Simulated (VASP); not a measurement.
# Be4S (P-43m) in VASP: further runs

The runs below take Be4S through single point, relaxation of cell and atoms, with PBE.

Everything below comes from runs of VASP 6.6.1. Logs are shortened: lines on timing, memory, paths and dates and some standing lists are left out, and cuts for length are marked.

## (1) The cell of the first run

It takes space group P-43m (No. 215, cubic). The conventional cell has a = 3.858 Å, b = 3.858 Å, c = 3.858 Å, α = 90.00°, β = 90.00°, γ = 90.00°. Within 2.2 Å of Be (site symmetry 3m) lie 1 S at 1.67 Å. Within 2.2 Å of S (site symmetry -43m) lie 4 Be at 1.67 Å.

## (2) Single point, PBE

Input file INCAR:

```
ALGO = Normal
EDIFF = 1E-7
ENCUT = 520
GGA = PE
ISIF = 2
ISMEAR = 0
LASPH = True
LCHARG = True
LELF = True
LREAL = False
LVHAR = True
LWAVE = False
NBANDS = 15
NELM = 100
PREC = Accurate
SIGMA = 0.1
```

Input file KPOINTS:

```
k-points
0
Gamma
  4 4 4
```

Input file POSCAR:

```
Be4S
1.0
    3.8575276800      0.0000000000      0.0000000000
    0.0000000000      3.8575276800      0.0000000000
    0.0000000000      0.0000000000      3.8575276800
Be S
4 1
Direct
    0.2500000000      0.2500000000      0.2500000000
    0.7500000000      0.7500000000      0.2500000000
    0.2500000000      0.7500000000      0.7500000000
    0.7500000000      0.2500000000      0.7500000000
    0.0000000000      0.0000000000      0.0000000000
```

Potentials or basis: VASP PAW PBE potentials, release 64 (Be, S).

Launch:

```sh
$ cat potpaw_PBE.64/Be/POTCAR potpaw_PBE.64/S/POTCAR > POTCAR
$ mpirun -np 1 vasp_std > vasp.out
```

OUTCAR:

```text
EDIFF = 1E-7
   ENCUT = 520
   GGA = PE
   ISIF = 2
   ISMEAR = 0
   LASPH = True
   LREAL = False
   NELM = 100
   PREC = Accurate

 ion  position               nearest neighbor table
   1  0.250  0.250  0.250-   5 1.67
   2  0.750  0.750  0.250-   5 1.67
   3  0.250  0.750  0.750-   5 1.67
   4  0.750  0.250  0.750-   5 1.67
   5  0.000  0.000  0.000-   1 1.67   2 1.67   3 1.67   4 1.67

  LATTYP: Found a simple cubic cell.
 ALAT       =     3.8575276800

  Lattice vectors:

 A1 = (   3.8575276800,   0.0000000000,   0.0000000000)
 A2 = (   0.0000000000,   3.8575276800,   0.0000000000)
 A3 = (   0.0000000000,   0.0000000000,   3.8575276800)

Analysis of symmetry for initial positions (statically):
=====================================================================
 Subroutine PRICEL returns:
 Original cell was already a primitive cell.

 Routine SETGRP: Setting up the symmetry group for a
 simple cubic supercell.

 Subroutine GETGRP returns: Found 24 space group operations
 (whereof 24 operations were pure point group operations)
 out of a pool of 48 trial point group operations.

The static configuration has the point symmetry T_d .

Analysis of symmetry for dynamics (positions and initial velocities):
=====================================================================
 Subroutine PRICEL returns:
 Original cell was already a primitive cell.

 Routine SETGRP: Setting up the symmetry group for a
 simple cubic supercell.

 Subroutine GETGRP returns: Found 24 space group operations
 (whereof 24 operations were pure point group operations)
 out of a pool of 48 trial point group operations.

The dynamic configuration has the point symmetry T_d .

 Subroutine INISYM returns: Found 24 space group operations
 (whereof 24 operations are pure point group operations),
 and found     1 'primitive' translations

----------------------------------------------------------------------------------------

                                     Primitive cell

  volume of cell :      57.4020

  direct lattice vectors                    reciprocal lattice vectors
     3.857527680  0.000000000  0.000000000     0.259233396  0.000000000  0.000000000
     0.000000000  3.857527680  0.000000000     0.000000000  0.259233396  0.000000000
[... 88 lines left out ...]
   NUPDOWN=      -1.0000    fix difference up-down
   EMIN   =  10.00;   EMAX   =-10.00  energy-range for DOS
   EFERMI =   0.00;   METHOD = LEGACY
   ISMEAR =     0;   SIGMA  =   0.10  broadening in eV -4-tet -1-fermi 0-gaus
   EFERMI_NEDOS =   21; number of points for ismear=-14 and -15
   IALGO  =     38    algorithm
   IMIX   =      4    mixing-type and parameters
     AMIX     =   0.40;   BMIX     =  1.00
     AMIX_MAG =   1.60;   BMIX_MAG =  1.00
  volume/ion in A,a.u.               =      11.48        77.47
  Fermi-wavevector in a.u.,A,eV,Ry     =   1.022842  1.932891 14.234487  1.046205
  Thomas-Fermi vector in A             =   2.156543
   LORBIT       =      0    0 simple, 1 ext, 2 COOP (PROOUT), +10 PAW based schemes
   GGA     = PE    functional components
   LHFCALC =     F    Hartree Fock is set to
   AEXX    =    0.0000 exact exchange contribution
   IVDW    =     0    specifies the selected vdW correction
   LEPSILON=     F    determine dielectric tensor
   LRPA    =     F    only Hartree local field effects (RPA)
 non-spin polarized calculation
 Gauss-broadening in eV      SIGMA  =   0.10
  energy-cutoff  :      520.00
  volume of cell :       57.40
 maximum number of plane-waves:      1568
 NGX is ok and might be reduce to    30
   NGX = 15   NGY = 15   NGZ = 15

 number of electron      13.9999998 magnetization

 Free energy of the ion-electron system (eV)
  ---------------------------------------------------
  ext. energy  EPLUGINS =         0.00000000
  ---------------------------------------------------
  free energy    TOTEN  =       -12.61686734 eV

  energy without entropy =      -12.60614697  energy(sigma->0) =      -12.61150716

 E-fermi :   5.4386     XC(G=0):  -9.8430

 val. band max:        5.4031511359   @ k =   0.5000   0.2500   0.0000
 cond. band min:       5.8239589320   @ k =   0.5000   0.2500   0.0000
 fundamental gap:      0.4208077961
 Fermi energy:         5.4386477889

 k-point     1 :       0.0000    0.0000    0.0000
  band No.  band energies     occupation
      1     -11.2135      2.00000
      2      -0.7922      2.00000
      3      -0.7922      2.00000
      4      -0.7922      2.00000
      5       0.1645      2.00000
      6       3.2358      2.00000
      7       3.2358      2.00000
      8       9.5813      0.00000
      9       9.5813      0.00000
     10       9.5813      0.00000
     11      11.5594      0.00000
     12      11.5594      0.00000
     13      11.5594      0.00000
     14      12.5704      0.00000
[... 149 lines left out ...]
      2      -2.4150      2.00000
      3      -2.4150      2.00000
      4      -2.4150      2.00000
      5       3.3729      2.00000
      6       3.3729      2.00000
      7       3.3729      2.00000
      8       4.2933      2.00000
      9      10.2023      0.00000
     10      10.2024      0.00000
     11      10.2024      0.00000
     12      12.5445      0.00000
     13      12.5445      0.00000
     14      15.6580      0.00000
     15      15.6634      0.00000

------------------------ aborting loop because EDIFF is reached ----------------------------------------

  FORCE on cell =-STRESS in cart. coord.  units (eV):
  Direction    XX          YY          ZZ          XY          YZ          ZX
  --------------------------------------------------------------------------------------
  -------------------------------------------------------------------------------------
  Total       13.0394467     13.0394467     13.0394467     -0.0000000      0.0000000     -0.0000000
  in kB      363.9507277    363.9507277    363.9507277     -0.0000000      0.0000000     -0.0000000
  external PRESSURE =     363.9507277 kB  Pullay stress =       0.0000000 kB

 VOLUME and BASIS-vectors are now :
 -----------------------------------------------------------------------------
  energy-cutoff  :      520.00
  volume of cell :       57.40
      direct lattice vectors                 reciprocal lattice vectors
     3.857527680  0.000000000  0.000000000     0.259233396  0.000000000  0.000000000
     0.000000000  3.857527680  0.000000000     0.000000000  0.259233396  0.000000000
     0.000000000  0.000000000  3.857527680     0.000000000  0.000000000  0.259233396

 POSITION                                       TOTAL-FORCE (eV/Angst)
 -----------------------------------------------------------------------------------
      0.96438      0.96438      0.96438         5.064932      5.064932      5.064932
      2.89315      2.89315      0.96438        -5.064932     -5.064932      5.064932
      0.96438      2.89315      2.89315         5.064932     -5.064932     -5.064932
      2.89315      0.96438      2.89315        -5.064932      5.064932     -5.064932
      0.00000      0.00000      0.00000         0.000000      0.000000      0.000000
 -----------------------------------------------------------------------------------
    total drift:                               -0.000000      0.000000      0.000000

  FREE ENERGIE OF THE ION-ELECTRON SYSTEM (eV)
  ---------------------------------------------------
  free  energy   TOTEN  =       -12.6168673438 eV

  energy  without entropy=      -12.6061469667  energy(sigma->0) =      -12.61150716
```

OSZICAR:

```text
N       E                     dE             d eps       ncg     rms          rms(c)
DAV:   1     0.357934839524E+02    0.35793E+02   -0.55362E+03   300   0.765E+02
DAV:   2    -0.101859251262E+02   -0.45979E+02   -0.41423E+02   392   0.141E+02
DAV:   3    -0.135210168252E+02   -0.33351E+01   -0.32940E+01   412   0.358E+01
DAV:   4    -0.135621115736E+02   -0.41095E-01   -0.41067E-01   342   0.469E+00
DAV:   5    -0.135628247168E+02   -0.71314E-03   -0.71303E-03   420   0.608E-01    0.137E+01
DAV:   6    -0.127469099154E+02    0.81591E+00   -0.11897E+00   363   0.557E+00    0.964E+00
DAV:   7    -0.126285770943E+02    0.11833E+00   -0.63495E-01   399   0.433E+00    0.344E+00
DAV:   8    -0.126168347129E+02    0.11742E-01   -0.74703E-02   363   0.161E+00    0.365E-01
DAV:   9    -0.126168337105E+02    0.10024E-05   -0.53875E-03   377   0.514E-01    0.992E-02
DAV:  10    -0.126168696275E+02   -0.35917E-04   -0.25397E-04   370   0.898E-02    0.457E-02
DAV:  11    -0.126168674483E+02    0.21793E-05   -0.36388E-05   391   0.343E-02    0.719E-03
DAV:  12    -0.126168675686E+02   -0.12038E-06   -0.36173E-06   391   0.131E-02    0.641E-03
DAV:  13    -0.126168673387E+02    0.22998E-06   -0.15009E-07   342   0.270E-03    0.264E-03
DAV:  14    -0.126168673438E+02   -0.51323E-08   -0.29206E-08   248   0.116E-03
   1 F= -.12616867E+02 E0= -.12611507E+02  d E =-.107204E-01
```

Wall time 9.6 s (1 thread of Intel Xeon Platinum 8259CL at 2.50GHz (Skylake/Cascade Lake), shared host); peak memory 0.15 GiB.

What came out:

- Free energy: -12.6169 eV
- Pressure: 36.4 GPa
- Band gap on the k mesh: zero (band 7 reaches 5.40 eV, above the bottom of band 8 at 4.29 eV)

Levels at points of the mesh, in eV from the Fermi level:
```csv
k point,band 3,band 4,band 5,band 6,band 7,band 8,band 9,band 10,band 11,band 12
"(0.00, 0.00, 0.00)",-6.23,-6.23,-5.27,-2.20,-2.20,4.14,4.14,4.14,6.12,6.12
"(0.50, 0.00, 0.00)",-6.11,-6.11,-2.84,-2.70,-0.60,1.26,2.83,2.83,5.53,6.81
"(0.50, 0.50, 0.00)",-8.22,-6.14,-3.53,-0.24,-0.12,-0.12,2.91,3.81,3.81,6.15
"(0.50, 0.50, 0.50)",-7.85,-7.85,-2.07,-2.07,-2.07,-1.15,4.76,4.76,4.76,7.11
```

Caveat: the k points lie up to 0.41 Å⁻¹ apart.

## (3) Single point, PBE

This run uses another cell than the first one, of 11.53 Å³/atom, 1.005 times its volume.

Input file INCAR:

```
PREC     = Accurate       # precision mode
ENCUT    = 520            # plane-wave cutoff, eV
EDIFF    = 1E-6           # SCF threshold, eV
ISMEAR   = 0              # smearing method
SIGMA    = 0.1            # smearing width, eV
LREAL    = False          # projectors in reciprocal space
LASPH    = True           # aspherical terms in the spheres
NELM     = 60             # most SCF steps
ALGO     = Normal         # electronic algorithm
ISIF     = 2              # what is computed and relaxed
LWAVE    = False          # write WAVECAR
LCHARG   = False          # write CHGCAR
GGA      = PE             # functional
NBANDS   = 15             # bands
```

Input file KPOINTS:

```
regular mesh
0
Gamma
  4 4 4
```

Input file POSCAR:

```
Be4S
1.0
    3.8635253498      0.0000000000      0.0000000000
    0.0000000000      3.8635253498      0.0000000000
    0.0000000000      0.0000000000      3.8635253498
Be S
4 1
Direct
    0.3007877273      0.3007877273      0.3007877273
    0.6992122727      0.6992122727      0.3007877273
    0.3007877273      0.6992122727      0.6992122727
    0.6992122727      0.3007877273      0.6992122727
    0.0000000000      0.0000000000      0.0000000000
```

Potentials or basis: VASP PAW PBE potentials, release 64 (Be, S).

Launch:

```sh
$ cat potpaw_PBE.64/Be/POTCAR potpaw_PBE.64/S/POTCAR > POTCAR
$ mpirun -np 1 vasp_std > vasp.out
```

OUTCAR:

```text
PREC = Accurate
   ENCUT = 520
   EDIFF = 1E-6
   ISMEAR = 0
   LREAL = False
   LASPH = True
   NELM = 60
   ISIF = 2
   GGA = PE

 ion  position               nearest neighbor table
   1  0.301  0.301  0.301-   5 2.01   3 2.18   4 2.18   2 2.18
   2  0.699  0.699  0.301-   5 2.01   3 2.18   4 2.18   1 2.18
   3  0.301  0.699  0.699-   5 2.01   2 2.18   4 2.18   1 2.18
   4  0.699  0.301  0.699-   5 2.01   2 2.18   3 2.18   1 2.18
   5  0.000  0.000  0.000-   1 2.01   2 2.01   3 2.01   4 2.01

  LATTYP: Found a simple cubic cell.
 ALAT       =     3.8635253498

  Lattice vectors:

 A1 = (   3.8635253498,   0.0000000000,   0.0000000000)
 A2 = (   0.0000000000,   3.8635253498,   0.0000000000)
 A3 = (   0.0000000000,   0.0000000000,   3.8635253498)

Analysis of symmetry for initial positions (statically):
=====================================================================
 Subroutine PRICEL returns:
 Original cell was already a primitive cell.

 Routine SETGRP: Setting up the symmetry group for a
 simple cubic supercell.

 Subroutine GETGRP returns: Found 24 space group operations
 (whereof 24 operations were pure point group operations)
 out of a pool of 48 trial point group operations.

The static configuration has the point symmetry T_d .

Analysis of symmetry for dynamics (positions and initial velocities):
=====================================================================
 Subroutine PRICEL returns:
 Original cell was already a primitive cell.

 Routine SETGRP: Setting up the symmetry group for a
 simple cubic supercell.

 Subroutine GETGRP returns: Found 24 space group operations
 (whereof 24 operations were pure point group operations)
 out of a pool of 48 trial point group operations.

The dynamic configuration has the point symmetry T_d .

 Subroutine INISYM returns: Found 24 space group operations
 (whereof 24 operations are pure point group operations),
[... 118 lines left out ...]
 non-spin polarized calculation
 Gauss-broadening in eV      SIGMA  =   0.10
  energy-cutoff  :      520.00
  volume of cell :       57.67
 maximum number of plane-waves:      1596
 NGX is ok and might be reduce to    30
   NGX = 15   NGY = 15   NGZ = 15

 number of electron      13.9999998 magnetization

 Free energy of the ion-electron system (eV)
  ---------------------------------------------------
  ext. energy  EPLUGINS =         0.00000000
  ---------------------------------------------------
  free energy    TOTEN  =       -18.10598866 eV

  energy without entropy =      -18.09436873  energy(sigma->0) =      -18.10017870

 E-fermi :   5.3175     XC(G=0):  -9.9372

 val. band max:        5.2725278835   @ k =   0.2500   0.2500   0.0000
 cond. band min:       5.9745963434   @ k =   0.5000   0.2500   0.2500
 fundamental gap:      0.7020684600
 Fermi energy:         5.3175080750

 k-point     1 :       0.0000    0.0000    0.0000
  band No.  band energies     occupation
      1      -9.5634      2.00000
      2      -0.7853      2.00000
      3       0.7805      2.00000
      4       0.7805      2.00000
      5       0.7805      2.00000
      6       3.9709      2.00000
      7       3.9709      2.00000
      8       8.7480      0.00000
      9       8.7480      0.00000
     10       8.7480      0.00000
     11       9.0124      0.00000
     12      12.5531      0.00000
     13      12.5531      0.00000
     14      12.5531      0.00000
[... 149 lines left out ...]
      2      -0.8799      2.00000
      3      -0.8799      2.00000
      4      -0.8799      2.00000
      5       1.3742      2.00000
      6       2.5875      2.00000
      7       2.5875      2.00000
      8       2.5875      2.00000
      9      12.6313      0.00000
     10      12.6313      0.00000
     11      12.6313      0.00000
     12      14.4332      0.00000
     13      14.4332      0.00000
     14      14.8815      0.00000
     15      14.8815      0.00000

------------------------ aborting loop because EDIFF is reached ----------------------------------------

  FORCE on cell =-STRESS in cart. coord.  units (eV):
  Direction    XX          YY          ZZ          XY          YZ          ZX
  --------------------------------------------------------------------------------------
  -------------------------------------------------------------------------------------
  Total       -0.0179842     -0.0179842     -0.0179842      0.0000000      0.0000000      0.0000000
  in kB       -0.4996327     -0.4996327     -0.4996327      0.0000000      0.0000000      0.0000000
  external PRESSURE =      -0.4996327 kB  Pullay stress =       0.0000000 kB

 VOLUME and BASIS-vectors are now :
 -----------------------------------------------------------------------------
  energy-cutoff  :      520.00
  volume of cell :       57.67
      direct lattice vectors                 reciprocal lattice vectors
     3.863525350  0.000000000  0.000000000     0.258830966  0.000000000  0.000000000
     0.000000000  3.863525350  0.000000000     0.000000000  0.258830966  0.000000000
     0.000000000  0.000000000  3.863525350     0.000000000  0.000000000  0.258830966

 POSITION                                       TOTAL-FORCE (eV/Angst)
 -----------------------------------------------------------------------------------
      1.16210      1.16210      1.16210         0.027296      0.027296      0.027296
      2.70142      2.70142      1.16210        -0.027296     -0.027296      0.027296
      1.16210      2.70142      2.70142         0.027296     -0.027296     -0.027296
      2.70142      1.16210      2.70142        -0.027296      0.027296     -0.027296
      0.00000      0.00000      0.00000         0.000000      0.000000     -0.000000
 -----------------------------------------------------------------------------------
    total drift:                               -0.000000     -0.000000     -0.000000

  FREE ENERGIE OF THE ION-ELECTRON SYSTEM (eV)
  ---------------------------------------------------
  free  energy   TOTEN  =       -18.1059886577 eV

  energy  without entropy=      -18.0943687348  energy(sigma->0) =      -18.10017870
```

Wall time 9.4 s (1 thread of Intel Xeon Platinum 8259CL at 2.50GHz (Skylake/Cascade Lake), shared host); peak memory 0.15 GiB.

What came out:

- Free energy: -18.1060 eV
- Pressure: 0.0 GPa
- Largest force: 0.047 eV/Å
- Band gap on the k mesh: zero (band 7 reaches 5.98 eV, above the bottom of band 8 at 2.59 eV)

Forces in eV/Å, atoms in the order of the input:
```
Be   0.027  0.027  0.027
Be  -0.027 -0.027  0.027
Be   0.027 -0.027 -0.027
Be  -0.027  0.027 -0.027
S    0.000  0.000  0.000
```

Caveat: the k points lie up to 0.41 Å⁻¹ apart.

(Continued in part 2 of 2.)
